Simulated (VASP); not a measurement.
# Ba in VASP: single point with LDA

Aim: the single point of Ba with LDA.

All numbers are computed with VASP 6.6.1; they aren't measurements. Logs are shortened: lines on timing, memory, paths and dates and some standing lists are left out, and cuts for length are marked.

## (1) The cell of the first run

The cell holds a slab with vacuum, 1 atom: a = 4.758 Å, b = 4.758 Å, c = 20.000 Å, α = 90.00°, β = 90.00°, γ = 90.00°.

## (2) Single point, LDA

Input file POSCAR:

```
Ba
1.0
    4.7578779704      0.0000000000      0.0000000000
    0.0000000000      4.7578779704      0.0000000000
    0.0000000000      0.0000000000     20.0000000000
Ba
1
Direct
    0.0000000000      0.0000000000      0.5000000000
```

Input file INCAR.step1:

```
PREC     = Accurate       # precision mode
ENCUT    = 520            # plane-wave cutoff, eV
EDIFF    = 1E-6           # SCF threshold, eV
ISMEAR   = -1             # smearing method
SIGMA    = 0.05           # smearing width, eV
LREAL    = F              # projectors in reciprocal space
LASPH    = T              # aspherical terms in the spheres
NELM     = 60             # most SCF steps
ALGO     = Normal         # electronic algorithm
ISIF     = 2              # what is computed and relaxed
LWAVE    = F              # write WAVECAR
LCHARG   = T              # write CHGCAR
LDIPOL   = T            
IDIPOL   = 3            
DIPOL    = 0.5 0.5 0.500
NBANDS   = 11             # bands
```

Input file KPOINTS.step1:

```
regular mesh
0
Gamma
  7 7 1
```

Input file INCAR.step2:

```
PREC     = Accurate       # precision mode
ENCUT    = 520            # plane-wave cutoff, eV
EDIFF    = 1E-6           # SCF threshold, eV
ISMEAR   = -5             # smearing method
SIGMA    = 0.05           # smearing width, eV
LREAL    = F              # projectors in reciprocal space
LASPH    = T              # aspherical terms in the spheres
NELM     = 60             # most SCF steps
ALGO     = Normal         # electronic algorithm
ISIF     = 2              # what is computed and relaxed
LWAVE    = F              # write WAVECAR
LCHARG   = F              # write CHGCAR
LDIPOL   = T            
IDIPOL   = 3            
DIPOL    = 0.5 0.5 0.500
LORBIT   = 10             # projections on sites
NEDOS    = 2001           # points of the DOS
ICHARG   = 11             # starting density
```

Input file KPOINTS.step2:

```
regular mesh
0
Gamma
  11 11 1
```

Potentials or basis: VASP PAW LDA potentials, release 64 (Ba_sv).

The run is started by

```console
$ cat potpaw_LDA.64/Ba_sv/POTCAR > POTCAR
$ cp INCAR.step1 INCAR
$ cp KPOINTS.step1 KPOINTS
$ mpirun -np 1 vasp_std > vasp.out
$ cp INCAR.step2 INCAR
$ cp KPOINTS.step2 KPOINTS
$ mpirun -np 1 vasp_std > vasp.out
```

OUTCAR:

```text
PREC = Accurate
   ENCUT = 520
   EDIFF = 1E-6
   ISMEAR = -5
   LREAL = F
   LASPH = T
   NELM = 60
   ISIF = 2
   LORBIT = 10
   ICHARG = 11

 ion  position               nearest neighbor table
   1  0.000  0.000  0.500-

  LATTYP: Found a simple tetragonal cell.
 ALAT       =     4.7578779704
 C/A-ratio  =     4.2035546360

  Lattice vectors:

 A1 = (   4.7578779704,   0.0000000000,   0.0000000000)
 A2 = (   0.0000000000,   4.7578779704,   0.0000000000)
 A3 = (   0.0000000000,   0.0000000000,  20.0000000000)

Analysis of symmetry for initial positions (statically):
=====================================================================
 Subroutine PRICEL returns:
 Original cell was already a primitive cell.

 Routine SETGRP: Setting up the symmetry group for a
 simple tetragonal supercell.

 Subroutine GETGRP returns: Found 16 space group operations
 (whereof 16 operations were pure point group operations)
 out of a pool of 16 trial point group operations.

The static configuration has the point symmetry D_4h.

Analysis of symmetry for dynamics (positions and initial velocities):
=====================================================================
 Subroutine PRICEL returns:
 Original cell was already a primitive cell.

 Routine SETGRP: Setting up the symmetry group for a
 simple tetragonal supercell.

 Subroutine GETGRP returns: Found 16 space group operations
 (whereof 16 operations were pure point group operations)
 out of a pool of 16 trial point group operations.

The dynamic configuration has the point symmetry D_4h.

 Subroutine INISYM returns: Found 16 space group operations
 (whereof 16 operations are pure point group operations),
 and found     1 'primitive' translations

----------------------------------------------------------------------------------------

                                     Primitive cell

  volume of cell :     452.7481

  direct lattice vectors                    reciprocal lattice vectors
     4.757877970  0.000000000  0.000000000     0.210177732  0.000000000  0.000000000
     0.000000000  4.757877970  0.000000000     0.000000000  0.210177732  0.000000000
     0.000000000  0.000000000 20.000000000     0.000000000  0.000000000  0.050000000

  length of vectors
     4.757877970  4.757877970 20.000000000     0.210177732  0.210177732  0.050000000

  position of ions in fractional coordinates (direct lattice)
     0.000000000  0.000000000  0.500000000

  ion indices of the primitive-cell ions
   primitive index   ion index
                 1           1

----------------------------------------------------------------------------------------

 KPOINTS: regular mesh

Automatic generation of k-mesh.
 Grid dimensions read from file:
 generate k-points for:   11   11    1

 Generating k-lattice:

  Cartesian coordinates                     Fractional coordinates (reciprocal lattice)
     0.019107067  0.000000000  0.000000000     0.090909091  0.000000000  0.000000000
     0.000000000  0.019107067  0.000000000     0.000000000  0.090909091  0.000000000
     0.000000000  0.000000000  0.050000000     0.000000000  0.000000000  1.000000000

  Length of vectors
     0.019107067  0.019107067  0.050000000

  Shift w.r.t. Gamma in fractional coordinates (k-lattice)
     0.000000000  0.000000000  0.000000000

 TETIRR: Found    169 inequivalent tetrahedra from      726

 Subroutine IBZKPT returns following result:
 ===========================================

 Found     21 irreducible k-points:

 Following reciprocal coordinates:
            Coordinates               Weight
  0.000000  0.000000  0.000000      1.000000
  0.090909  0.000000  0.000000      4.000000
  0.181818  0.000000  0.000000      4.000000
  0.272727  0.000000  0.000000      4.000000
  0.363636  0.000000  0.000000      4.000000
  0.454545  0.000000  0.000000      4.000000
[... 13 lines left out ...]
  0.454545  0.363636  0.000000      8.000000
  0.454545  0.454545  0.000000      4.000000
   k-points           NKPTS =     21   k-points in BZ     NKDIM =     21   number of bands    NBANDS=      9
   number of dos      NEDOS =   2001   number of ions     NIONS =      1
   total plane-waves  NPLWV = 194400
   dimension x,y,z NGX =    36 NGY =   36 NGZ =  150
   dimension x,y,z NGXF=    72 NGYF=   72 NGZF=  300
   ions per type =               1
   NGX,Y,Z   is equivalent  to a cutoff of  12.58, 12.58, 12.47 a.u.
   NGXF,Y,Z  is equivalent  to a cutoff of  25.16, 25.16, 24.94 a.u.
 SYSTEM =  unknown system
   PREC   = accura    normal or accurate (medium, high low for compatibility)
   ISTART =      0    job   : 0-new  1-cont  2-samecut
   ICHARG =     11    charge: 1-file 2-atom 10-const
   ISPIN  =      1    spin polarized calculation?
   LNONCOLLINEAR =      F non collinear calculations
   LSORBIT =      F    spin-orbit coupling
   LASPH  =      T    aspherical Exc in radial PAW
   ENCUT  =  520.0 eV  38.22 Ry    6.18 a.u.   8.85  8.85 37.19*2*pi/ulx,y,z
   NELM   =     60;   NELMIN=  2; NELMDL=  0     # of ELM steps
   EDIFF  = 0.1E-05   stopping-criterion for ELM
   LREAL  =      F    real-space projection
   EDIFFG = 0.1E-04   stopping-criterion for IOM
   NSW    =      0    number of steps for IOM
   IBRION =     -1    ionic relax: 0-MD 1-quasi-New 2-CG
   NFREE  =      0    steps in history (QN), initial steepest desc. (CG)
   ISIF   =      2    stress and relaxation
   ISYM   =      2    0-nonsym 1-usesym 2-fastsym
   POTIM  = 0.5000    time-step for ionic-motion
   TEBEG  =    0.0;   TEEND  =   0.0 temperature during run
   PSTRESS=    0.0 pullay stress
   NELECT =      10.0000    total number of electrons
   NUPDOWN=      -1.0000    fix difference up-down
   EMIN   =  10.00;   EMAX   =-10.00  energy-range for DOS
   EFERMI =   0.00;   METHOD = LEGACY
   ISMEAR =    -5;   SIGMA  =   0.05  broadening in eV -4-tet -1-fermi 0-gaus
   EFERMI_NEDOS =   21; number of points for ismear=-14 and -15
   IALGO  =     38    algorithm
   IMIX   =      4    mixing-type and parameters
     AMIX     =   0.40;   BMIX     =  1.00
     AMIX_MAG =   1.60;   BMIX_MAG =  1.00
  volume/ion in A,a.u.               =     452.75      3055.29
  Fermi-wavevector in a.u.,A,eV,Ry     =   0.459328  0.868003  2.870583  0.210982
  Thomas-Fermi vector in A             =   1.445158
   LORBIT       =     10    0 simple, 1 ext, 2 COOP (PROOUT), +10 PAW based schemes
   GGA     = CA    functional components
   LHFCALC =     F    Hartree Fock is set to
   AEXX    =    0.0000 exact exchange contribution
   IVDW    =     0    specifies the selected vdW correction
   LEPSILON=     F    determine dielectric tensor
   LRPA    =     F    only Hartree local field effects (RPA)
 non-spin polarized calculation
 Fermi weights with tetrahedron method with Bloechl corrections
  energy-cutoff  :      520.00
  volume of cell :      452.75
 maximum number of plane-waves:     12272
 NGX is ok and might be reduce to    36

 number of electron       9.9999999 magnetization

 dipolmoment           0.000000      0.000000     -0.000000 electrons x Angstroem

 Free energy of the ion-electron system (eV)
  ---------------------------------------------------
  ext. energy  EPLUGINS =         0.00000000
  ---------------------------------------------------
  free energy    TOTEN  =        -0.98073708 eV

  energy without entropy =       -0.98073708  energy(sigma->0) =       -0.98073708

 E-fermi :  -1.8022     XC(G=0):  -1.9889

 val. band max:       -1.8127006758   @ k =   0.4545   0.2727   0.0000
 cond. band min:      -1.6993053742   @ k =   0.0000   0.0000   0.0000
 fundamental gap:      0.1133953016
 Fermi energy:        -1.8022397464

 k-point     1 :       0.0000    0.0000    0.0000
  band No.  band energies     occupation
      1     -31.9574      2.00000
      2     -17.2427      2.00000
      3     -16.9418      2.00000
      4     -16.9418      2.00000
      5      -3.6716      2.00000
      6      -1.6993      0.00000
      7      -1.3879      0.00000
      8      -1.3681      0.00000
      9       0.0177      0.00000

 k-point     2 :       0.0909    0.0000    0.0000
  band No.  band energies     occupation
      1     -31.9570      2.00000
      2     -17.2418      2.00000
      3     -16.9515      2.00000
      4     -16.9410      2.00000
      5      -3.5947      2.00000
      6      -1.6548      0.00000
      7      -1.3742      0.00000
      8      -1.3504      0.00000
      9      -0.0266      0.00000

 k-point     3 :       0.1818    0.0000    0.0000
  band No.  band energies     occupation
      1     -31.9559      2.00000
      2     -17.2393      2.00000
      3     -16.9776      2.00000
      4     -16.9388      2.00000
      5      -3.3768      2.00000
      6      -1.5407      0.00000
      7      -1.4077      0.00000
      8      -1.2379      0.00000
      9      -0.1189      0.00000

 k-point     4 :       0.2727    0.0000    0.0000
  band No.  band energies     occupation
      1     -31.9544      2.00000
      2     -17.2361      2.00000
      3     -17.0114      2.00000
      4     -16.9361      2.00000
      5      -3.0559      2.00000
      6      -1.4857      0.00000
      7      -1.4077      0.00000
      8      -1.0763      0.00000
      9      -0.1010      0.00000
[... 169 lines left out ...]
 k-point    19 :       0.3636    0.3636    0.0000
  band No.  band energies     occupation
      1     -31.9488      2.00000
      2     -17.2240      2.00000
      3     -17.0322      2.00000
      4     -17.0311      2.00000
      5      -1.9428      2.00000
      6      -1.2821      0.00000
      7      -1.1161      0.00000
      8      -1.0308      0.00000
      9      -0.3569      0.00000

 k-point    20 :       0.4545    0.3636    0.0000
  band No.  band energies     occupation
      1     -31.9480      2.00000
      2     -17.2224      2.00000
      3     -17.0493      2.00000
      4     -17.0297      2.00000
      5      -1.9179      2.00000
      6      -1.2817      0.00000
      7      -1.0647      0.00000
      8      -1.0246      0.00000
      9      -0.2997      0.00000

 k-point    21 :       0.4545    0.4545    0.0000
  band No.  band energies     occupation
      1     -31.9472      2.00000
      2     -17.2207      2.00000
      3     -17.0474      2.00000
      4     -17.0473      2.00000
      5      -1.9991      2.00000
      6      -1.2038      0.00000
      7      -1.1728      0.00000
      8      -0.8097      0.00000
      9       0.1554      0.00000

------------------------ aborting loop because EDIFF is reached ----------------------------------------

 vacuum level on the upper side and lower side of the slab       (xc-potential included)        -0.065        -0.065

  FORCE on cell =-STRESS in cart. coord.  units (eV):
  Direction    XX          YY          ZZ          XY          YZ          ZX
  --------------------------------------------------------------------------------------
  -------------------------------------------------------------------------------------
  Total       -1.2970998     -1.2970998     -0.0095162      0.0000000     -0.0000000     -0.0000000
  in kB       -4.5901552     -4.5901552     -0.0336759      0.0000000     -0.0000000     -0.0000000
  external PRESSURE =      -3.0713288 kB  Pullay stress =       0.0000000 kB

 VOLUME and BASIS-vectors are now :
 -----------------------------------------------------------------------------
  energy-cutoff  :      520.00
  volume of cell :      452.75
      direct lattice vectors                 reciprocal lattice vectors
     4.757877970  0.000000000  0.000000000     0.210177732  0.000000000  0.000000000
     0.000000000  4.757877970  0.000000000     0.000000000  0.210177732  0.000000000
     0.000000000  0.000000000 20.000000000     0.000000000  0.000000000  0.050000000

 POSITION                                       TOTAL-FORCE (eV/Angst)
 -----------------------------------------------------------------------------------
      0.00000      0.00000     10.00000         0.000000      0.000000      0.000000
 -----------------------------------------------------------------------------------
    total drift:                                0.000000      0.000000     -0.000000

  FREE ENERGIE OF THE ION-ELECTRON SYSTEM (eV)
  ---------------------------------------------------
  free  energy   TOTEN  =        -0.9807370823 eV

  energy  without entropy=       -0.9807370823  energy(sigma->0) =       -0.98073708

 vacuum level on the upper side and lower side of the slab         0.639         0.639

 total charge

# of ion       s       p       d       tot
------------------------------------------
    1        2.090   5.553   0.153   7.796
```

Run time: 81 s. Hardware: 1 thread of Intel Xeon Platinum 8375C at 2.90GHz (Ice Lake), shared host; peak memory 0.34 GiB.

Results:

```
Valence electrons inside the program's atomic spheres : Ba 7.80
```

Caveat: spin-orbit coupling is left out, which moves the levels of the heavy elements.
